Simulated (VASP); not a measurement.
# RbCl (Fm-3m) in VASP: notebook, part 2 of 2

VASP 6.6.1.

## Step 3: Electric field gradients, PBE

Contents of INCAR:

```
SYSTEM = RbCl
PREC = Accurate
ENCUT = 400
EDIFF = 1E-8
ISMEAR = -1
SIGMA = 0.02
LREAL = .FALSE.
LASPH = .TRUE.
NELM = 120
ALGO = Normal
ISIF = 2
LWAVE = .FALSE.
LCHARG = .FALSE.
GGA = PE
LEFG = .TRUE.
NBANDS = 15
GGA_COMPAT = .FALSE.
```

Contents of KPOINTS:

```
Automatic mesh
0
G
  7 7 7
  0 0 0
```

Contents of POSCAR:

```
RbCl
1.0
    0.0000000000      3.2740000000      3.2740000000
    3.2740000000      0.0000000000      3.2740000000
    3.2740000000      3.2740000000      0.0000000000
Rb Cl
1 1
Direct
    0.0000000000      0.0000000000      0.0000000000
    0.5000000000      0.5000000000      0.5000000000
```

Potentials or basis: VASP PAW PBE potentials, release 64 (Rb_sv, Cl).

Run with:

```bash
cat potpaw_PBE.64/Rb_sv/POTCAR potpaw_PBE.64/Cl/POTCAR > POTCAR
mpirun -np 1 vasp_std > vasp.out
```

OUTCAR:

```text
SYSTEM = RbCl
   PREC = Accurate
   ENCUT = 400
   EDIFF = 1E-8
   ISMEAR = -1
   LREAL = .FALSE.
   LASPH = .TRUE.
   NELM = 120
   ISIF = 2
   GGA = PE

 ion  position               nearest neighbor table
   1  0.000  0.000  0.000-   2 3.27   2 3.27   2 3.27   2 3.27   2 3.27   2 3.27
   2  0.500  0.500  0.500-   1 3.27   1 3.27   1 3.27   1 3.27   1 3.27   1 3.27

  LATTYP: Found a face centered cubic cell.
 ALAT       =     6.5480000000

  Lattice vectors:

 A1 = (   0.0000000000,   3.2740000000,   3.2740000000)
 A2 = (   3.2740000000,   0.0000000000,   3.2740000000)
 A3 = (   3.2740000000,   3.2740000000,   0.0000000000)

Analysis of symmetry for initial positions (statically):
=====================================================================
 Subroutine PRICEL returns:
 Original cell was already a primitive cell.

 Routine SETGRP: Setting up the symmetry group for a
 face centered cubic supercell.

 Subroutine GETGRP returns: Found 48 space group operations
[... 9 lines left out ...]

 Routine SETGRP: Setting up the symmetry group for a
 face centered cubic supercell.

 Subroutine GETGRP returns: Found 48 space group operations
[... 11 lines left out ...]
                                     Primitive cell

  volume of cell :      70.1885

  direct lattice vectors                    reciprocal lattice vectors
     0.000000000  3.274000000  3.274000000    -0.152718387  0.152718387  0.152718387
     3.274000000  0.000000000  3.274000000     0.152718387 -0.152718387  0.152718387
     3.274000000  3.274000000  0.000000000     0.152718387  0.152718387 -0.152718387

  length of vectors
     4.630135203  4.630135203  4.630135203     0.264516006  0.264516006  0.264516006

  position of ions in fractional coordinates (direct lattice)
     0.000000000  0.000000000  0.000000000
     0.500000000  0.500000000  0.500000000

  ion indices of the primitive-cell ions
   primitive index   ion index
                 1           1
                 2           2

----------------------------------------------------------------------------------------

 KPOINTS: Automatic mesh

Automatic generation of k-mesh.
 Grid dimensions read from file:
 generate k-points for:    7    7    7

 Generating k-lattice:

  Cartesian coordinates                     Fractional coordinates (reciprocal lattice)
    -0.021816912  0.021816912  0.021816912     0.142857143  0.000000000  0.000000000
     0.021816912 -0.021816912  0.021816912     0.000000000  0.142857143  0.000000000
     0.021816912  0.021816912 -0.021816912     0.000000000  0.000000000  0.142857143

  Length of vectors
     0.037788001  0.037788001  0.037788001

  Shift w.r.t. Gamma in fractional coordinates (k-lattice)
     0.000000000  0.000000000  0.000000000

 Subroutine IBZKPT returns following result:
 ===========================================

 Found     20 irreducible k-points:
[... 53 lines left out ...]
   NUPDOWN=      -1.0000    fix difference up-down
   EMIN   =  10.00;   EMAX   =-10.00  energy-range for DOS
   EFERMI =   0.00;   METHOD = LEGACY
   ISMEAR =    -1;   SIGMA  =   0.02  broadening in eV -4-tet -1-fermi 0-gaus
   EFERMI_NEDOS =   21; number of points for ismear=-14 and -15
   IALGO  =     38    algorithm
   IMIX   =      4    mixing-type and parameters
     AMIX     =   0.40;   BMIX     =  1.00
     AMIX_MAG =   1.60;   BMIX_MAG =  1.00
  volume/ion in A,a.u.               =      35.09       236.83
  Fermi-wavevector in a.u.,A,eV,Ry     =   1.000060  1.889840 13.607465  1.000120
  Thomas-Fermi vector in A             =   2.132392
   LORBIT       =      0    0 simple, 1 ext, 2 COOP (PROOUT), +10 PAW based schemes
   GGA     = PE    functional components
   LHFCALC =     F    Hartree Fock is set to
   AEXX    =    0.0000 exact exchange contribution
   IVDW    =     0    specifies the selected vdW correction
   LEPSILON=     F    determine dielectric tensor
   LRPA    =     F    only Hartree local field effects (RPA)
 non-spin polarized calculation
  energy-cutoff  :      400.00
  volume of cell :       70.19
 maximum number of plane-waves:      1299
 NGX is ok and might be reduce to    30

 number of electron      16.0000000 magnetization

 Free energy of the ion-electron system (eV)
  ---------------------------------------------------
  ext. energy  EPLUGINS =         0.00000000
  ---------------------------------------------------
  free energy    TOTEN  =        -6.65814673 eV

  energy without entropy =       -6.65814673  energy(sigma->0) =       -6.65814673

 E-fermi :  -1.4163     XC(G=0):  -7.4135

 val. band max:       -1.8195489453   @ k =   0.0000   0.0000   0.0000
 cond. band min:       3.2265914786   @ k =   0.0000   0.0000   0.0000
 fundamental gap:      5.0461404240
 Fermi energy:        -1.4162907179

 k-point     1 :       0.0000    0.0000    0.0000
  band No.  band energies     occupation
      1     -25.7066      2.00000
      2     -13.8336      2.00000
      3      -9.7555      2.00000
      4      -9.7555      2.00000
      5      -9.7555      2.00000
      6      -1.8195      2.00000
      7      -1.8195      2.00000
      8      -1.8195      2.00000
      9       3.2266      0.00000
     10       6.1837      0.00000
     11       6.1837      0.00000
     12       6.1837      0.00000
     13       7.1767      0.00000
     14       7.1767      0.00000
[... 329 lines left out ...]
      2     -13.8252      2.00000
      3      -9.9567      2.00000
      4      -9.8993      2.00000
      5      -9.7503      2.00000
      6      -2.2963      2.00000
      7      -2.0753      2.00000
      8      -2.0644      2.00000
      9       5.5816      0.00000
     10       6.2737      0.00000
     11       7.5932      0.00000
     12       7.7541      0.00000
     13       9.5016      0.00000
     14       9.6301      0.00000
     15      10.7196      0.00000

------------------------ aborting loop because EDIFF is reached ----------------------------------------

  FORCE on cell =-STRESS in cart. coord.  units (eV):
  Direction    XX          YY          ZZ          XY          YZ          ZX
  --------------------------------------------------------------------------------------
  -------------------------------------------------------------------------------------
  Total        0.5065970      0.5065970      0.5065970      0.0000000      0.0000000      0.0000000
  in kB       11.5639748     11.5639748     11.5639748      0.0000000      0.0000000      0.0000000
  external PRESSURE =      11.5639748 kB  Pullay stress =       0.0000000 kB

 VOLUME and BASIS-vectors are now :
 -----------------------------------------------------------------------------
  energy-cutoff  :      400.00
  volume of cell :       70.19
      direct lattice vectors                 reciprocal lattice vectors
     0.000000000  3.274000000  3.274000000    -0.152718387  0.152718387  0.152718387
     3.274000000  0.000000000  3.274000000     0.152718387 -0.152718387  0.152718387
     3.274000000  3.274000000  0.000000000     0.152718387  0.152718387 -0.152718387

 POSITION                                       TOTAL-FORCE (eV/Angst)
 -----------------------------------------------------------------------------------
      0.00000      0.00000      0.00000         0.000000      0.000000      0.000000
      3.27400      3.27400      3.27400        -0.000000     -0.000000     -0.000000
 -----------------------------------------------------------------------------------
    total drift:                                0.000000      0.000000      0.000000

  FREE ENERGIE OF THE ION-ELECTRON SYSTEM (eV)
  ---------------------------------------------------
  free  energy   TOTEN  =        -6.6581467291 eV

  energy  without entropy=       -6.6581467291  energy(sigma->0) =       -6.65814673

 Electric field gradients (V/A^2)
---------------------------------------------------------------------
 ion       V_xx      V_yy      V_zz      V_xy      V_xz      V_yz
---------------------------------------------------------------------
   1      -0.000     0.000     0.000    -0.000    -0.000    -0.000
   2       0.000     0.000    -0.000    -0.000    -0.000    -0.000
---------------------------------------------------------------------

 Electric field gradients after diagonalization (V/A^2)
 (convention: |V_zz| > |V_xx| > |V_yy|)
----------------------------------------------------------------------
 ion       V_xx      V_yy      V_zz     asymmetry (V_yy - V_xx)/ V_zz
----------------------------------------------------------------------
   1       0.000     0.000    -0.000       0.000
   2       0.000     0.000    -0.001       0.000
----------------------------------------------------------------------

           NMR quadrupolar parameters

 Cq : quadrupolar parameter    Cq=e*Q*V_zz/h
 eta: asymmetry parameters     (V_yy - V_xx)/ V_zz
 Q  : nuclear electric quadrupole moment in mb (millibarn)
----------------------------------------------------------------------
 ion       Cq(MHz)       eta       Q (mb)
----------------------------------------------------------------------
   1      -0.000       0.000       1.000
   2      -0.000       0.000       1.000
----------------------------------------------------------------------
```

OSZICAR:

```text
N       E                     dE             d eps       ncg     rms          rms(c)
DAV:   1     0.727560336710E+02    0.72756E+02   -0.60046E+03   600   0.758E+02
DAV:   2    -0.215776393896E+01   -0.74914E+02   -0.68211E+02   852   0.157E+02
DAV:   3    -0.687877545673E+01   -0.47210E+01   -0.47030E+01   805   0.408E+01
DAV:   4    -0.701450825438E+01   -0.13573E+00   -0.13570E+00   890   0.642E+00
DAV:   5    -0.701568134769E+01   -0.11731E-02   -0.11731E-02   827   0.558E-01    0.319E+00
DAV:   6    -0.666370860056E+01    0.35197E+00   -0.49137E-01   761   0.346E+00    0.244E+00
DAV:   7    -0.664255747769E+01    0.21151E-01   -0.11976E-01   831   0.184E+00    0.145E+00
DAV:   8    -0.665649131309E+01   -0.13934E-01   -0.15938E-02   728   0.775E-01    0.164E-01
DAV:   9    -0.665753487622E+01   -0.10436E-02   -0.13614E-03   803   0.197E-01    0.101E-01
DAV:  10    -0.665812542257E+01   -0.59055E-03   -0.52298E-04   635   0.139E-01    0.154E-02
DAV:  11    -0.665814005880E+01   -0.14636E-04   -0.23498E-05   796   0.301E-02    0.951E-03
DAV:  12    -0.665814671766E+01   -0.66589E-05   -0.11997E-05   628   0.206E-02    0.290E-03
DAV:  13    -0.665814675482E+01   -0.37155E-07   -0.20494E-07   840   0.296E-03    0.202E-03
DAV:  14    -0.665814673496E+01    0.19858E-07   -0.20735E-07   670   0.280E-03    0.381E-04
DAV:  15    -0.665814672914E+01    0.58189E-08   -0.98085E-09   629   0.685E-04
   1 F= -.66581467E+01 E0= -.66581467E+01  d E =-.317226E-10
```

stdout:

```text
POSCAR found type information on POSCAR RbCl
 POSCAR found :  2 types and       2 ions
 scaLAPACK will be used
 LDA part: xc-table for (Slater+PW92), standard interpolation
 POSCAR, INCAR and KPOINTS ok, starting setup
 FFT: planning ... GRIDC
 FFT: planning ... GRID_SOFT
 FFT: planning ... GRID
 WAVECAR not read
 entering main loop
ion   1

ion   2
```

Run time: 11 s. Hardware: 1 thread of AMD EPYC 7R13 (Zen 3), shared host; peak memory 0.14 GiB.

What came out:

| Property | Result |
| --- | --- |
| Free energy | -6.6581 eV |
| Pressure | 1.2 GPa |
| Band gap on the k mesh | 5.05 eV, direct |

Caveat: without QUAD_EFG the Cq values of the log hold for a quadrupole moment of 1 mb, not for the nuclei.

## Step 4: Electric field gradients, PBE

This run uses another cell than the first one: it holds 8 atoms, not 2.

Contents of INCAR:

```
PREC = Accurate ; ENCUT = 400
EDIFF = 1E-8 ; ISMEAR = 0
SIGMA = 0.01 ; LREAL = False
LASPH = True ; NELM = 120
ALGO = Normal ; ISIF = 2
LWAVE = False ; LCHARG = False
GGA = PE ; LEFG = True
NBANDS = 42 ; GGA_COMPAT = False
```

Contents of KPOINTS:

```
Automatic mesh
0
Gamma
  3 3 3
```

Contents of POSCAR:

```
RbCl
1.0
    6.5480000000      0.0000000000      0.0000000000
    0.0000000000      6.5480000000      0.0000000000
    0.0000000000      0.0000000000      6.5480000000
Rb Cl
4 4
Direct
    0.0000000000      0.0000000000      0.0000000000
    0.5000000000      0.5000000000      0.0000000000
    0.5000000000      0.0000000000      0.5000000000
    0.0000000000      0.5000000000      0.5000000000
    0.5000000000      0.5000000000      0.5000000000
    0.0000000000      0.0000000000      0.5000000000
    0.0000000000      0.5000000000      0.0000000000
    0.5000000000      0.0000000000      0.0000000000
```

Potentials or basis: VASP PAW PBE potentials, release 64 (Rb_sv, Cl).

Run with:

```bash
cat potpaw_PBE.64/Rb_sv/POTCAR potpaw_PBE.64/Cl/POTCAR > POTCAR
mpirun -np 1 vasp_std > vasp.out
```

OUTCAR:

```text
PREC = Accurate
   ENCUT = 400
   EDIFF = 1E-8
   ISMEAR = 0
   LREAL = False
   LASPH = True
   NELM = 120
   ISIF = 2
   GGA = PE

 ion  position               nearest neighbor table
   1  0.000  0.000  0.000-   6 3.27   7 3.27   8 3.27   6 3.27   7 3.27   8 3.27   3 4.63   4 4.63
                             2 4.63   2 4.63   4 4.63   3 4.63   4 4.63   2 4.63   3 4.63   4 4.63
   2  0.500  0.500  0.000-   5 3.27   7 3.27   8 3.27   5 3.27   8 3.27   7 3.27   3 4.63   4 4.63
                             1 4.63   1 4.63   3 4.63   3 4.63   3 4.63   1 4.63   4 4.63   4 4.63
   3  0.500  0.000  0.500-   5 3.27   6 3.27   8 3.27   8 3.27   5 3.27   6 3.27   1 4.63   2 4.63
                             1 4.63   2 4.63   4 4.63   2 4.63   2 4.63   1 4.63   4 4.63   4 4.63
   4  0.000  0.500  0.500-   5 3.27   6 3.27   7 3.27   7 3.27   6 3.27   5 3.27   1 4.63   2 4.63
                             1 4.63   1 4.63   3 4.63   2 4.63   1 4.63   2 4.63   3 4.63   3 4.63
   5  0.500  0.500  0.500-   2 3.27   3 3.27   4 3.27   2 3.27   3 3.27   4 3.27
   6  0.000  0.000  0.500-   1 3.27   3 3.27   4 3.27   1 3.27   4 3.27   3 3.27
   7  0.000  0.500  0.000-   1 3.27   2 3.27   4 3.27   4 3.27   1 3.27   2 3.27
   8  0.500  0.000  0.000-   1 3.27   2 3.27   3 3.27   3 3.27   2 3.27   1 3.27

  LATTYP: Found a simple cubic cell.
 ALAT       =     6.5480000000

  Lattice vectors:

 A1 = (   6.5480000000,   0.0000000000,   0.0000000000)
 A2 = (   0.0000000000,   6.5480000000,   0.0000000000)
 A3 = (   0.0000000000,   0.0000000000,   6.5480000000)

Analysis of symmetry for initial positions (statically):
=====================================================================
 Subroutine PRICEL returns following result:

  LATTYP: Found a face centered cubic cell.
 ALAT       =     6.5480000000

  Lattice vectors:

 A1 = (   3.2740000000,  -3.2740000000,   0.0000000000)
 A2 = (   3.2740000000,   0.0000000000,   3.2740000000)
 A3 = (   0.0000000000,  -3.2740000000,   3.2740000000)

   4 primitive cells build up your supercell.

[... 363 lines left out ...]
     0.000000000  0.000000000  6.548000000     0.000000000  0.000000000  0.152718387

 POSITION                                       TOTAL-FORCE (eV/Angst)
 -----------------------------------------------------------------------------------
      0.00000      0.00000      0.00000        -0.000000      0.000000     -0.000000
      3.27400      3.27400      0.00000         0.000000      0.000000     -0.000000
      3.27400      0.00000      3.27400        -0.000000     -0.000000      0.000000
      0.00000      3.27400      3.27400        -0.000000     -0.000000     -0.000000
      3.27400      3.27400      3.27400        -0.000000     -0.000000     -0.000000
      0.00000      0.00000      3.27400         0.000000     -0.000000      0.000000
      0.00000      3.27400      0.00000         0.000000     -0.000000     -0.000000
      3.27400      0.00000      0.00000        -0.000000     -0.000000      0.000000
 -----------------------------------------------------------------------------------
    total drift:                                0.000000      0.000000      0.000000

  FREE ENERGIE OF THE ION-ELECTRON SYSTEM (eV)
  ---------------------------------------------------
  free  energy   TOTEN  =       -26.6311427898 eV

  energy  without entropy=      -26.6311427898  energy(sigma->0) =      -26.63114279

 Electric field gradients (V/A^2)
---------------------------------------------------------------------
 ion       V_xx      V_yy      V_zz      V_xy      V_xz      V_yz
---------------------------------------------------------------------
   1       0.000    -0.000    -0.000    -0.000    -0.000     0.000
   2       0.000    -0.000    -0.000    -0.000    -0.000     0.000
   3       0.000    -0.000    -0.000    -0.000    -0.000     0.000
   4       0.000    -0.000    -0.000     0.000    -0.000     0.000
   5      -0.000     0.000     0.000     0.000     0.000     0.000
   6      -0.000     0.000     0.000     0.000     0.000     0.000
   7      -0.000     0.000     0.000     0.000    -0.000     0.000
   8      -0.000     0.000     0.000     0.000     0.000     0.000
---------------------------------------------------------------------

 Electric field gradients after diagonalization (V/A^2)
 (convention: |V_zz| > |V_xx| > |V_yy|)
----------------------------------------------------------------------
 ion       V_xx      V_yy      V_zz     asymmetry (V_yy - V_xx)/ V_zz
----------------------------------------------------------------------
   1       0.000    -0.000    -0.000       0.406
   2       0.000    -0.000    -0.000       0.658
   3       0.000    -0.000    -0.000       0.627
   4       0.000    -0.000    -0.000       0.576
   5      -0.000     0.000     0.000       0.178
   6      -0.000     0.000     0.000       0.134
   7      -0.000     0.000     0.000       0.180
   8      -0.000     0.000     0.000       0.171
----------------------------------------------------------------------

           NMR quadrupolar parameters

 Cq : quadrupolar parameter    Cq=e*Q*V_zz/h
 eta: asymmetry parameters     (V_yy - V_xx)/ V_zz
 Q  : nuclear electric quadrupole moment in mb (millibarn)
----------------------------------------------------------------------
 ion       Cq(MHz)       eta       Q (mb)
----------------------------------------------------------------------
   1      -0.000       0.406       1.000
   2      -0.000       0.658       1.000
   3      -0.000       0.627       1.000
   4      -0.000       0.576       1.000
   5       0.000       0.178       1.000
   6       0.000       0.134       1.000
   7       0.000       0.180       1.000
   8       0.000       0.171       1.000
----------------------------------------------------------------------
```

It took 35 s on 1 thread of AMD EPYC 7R13 (Zen 3), shared host; peak memory 0.28 GiB.

Results:

```
Free energy            : -26.6311 eV
Pressure               : 1.2 GPa
Band gap on the k mesh : 5.05 eV
```

Levels at points of the mesh, in eV from the valence-band top:
| k point | band 28 | band 29 | band 30 | band 31 | band 32 | band 33 | band 34 | band 35 | band 36 | band 37 |
| --- | --- | --- | --- | --- | --- | --- | --- | --- | --- | --- |
| (0.00, 0.00, 0.00) | -0.10 | -0.10 | 0.00 | 0.00 | 0.00 | 5.05 | 6.20 | 6.20 | 6.20 | 8.00 |

Caveat: without QUAD_EFG the Cq values of the log hold for a quadrupole moment of 1 mb, not for the nuclei.
